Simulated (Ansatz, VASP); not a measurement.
# AlP: VASP beside Ansatz

```
Al P
1.0
     0.00000    2.71159    2.71159
     2.71159    0.00000    2.71159
     2.71159    2.71159    0.00000
Al P
1 1
Direct
  0.00000 0.00000 0.00000
  0.25000 0.25000 0.25000
```

Alike in both runs: task single point; functional r2SCAN; k mesh 8 × 8 × 8; occupations gaussian, width 0.02 eV; no spin polarisation.

|  | VASP | Ansatz |
| --- | --- | --- |
| version | VASP 6.6.1 | Ansatz 0.2.0 |
| potentials or method | VASP PAW PBE potentials, release 64 (Al, P), cutoff 550 eV | scalar-relativistic, plane waves, PAW |
| valence electrons in the cell | 8 | 8 |

Ansatz gave:

* gap on the k mesh at the Fermi level (eV): 1.87
* least direct gap on the mesh (eV): 4.10
* pressure (GPa): 2.9

Problem. What did VASP give for the same quantities?

Solution. gap on the k mesh at the Fermi level (eV): 1.87; least direct gap on the mesh (eV): 4.09; pressure (GPa): 2.6.

VASP's potentials were made for PBE, not for r2SCAN.
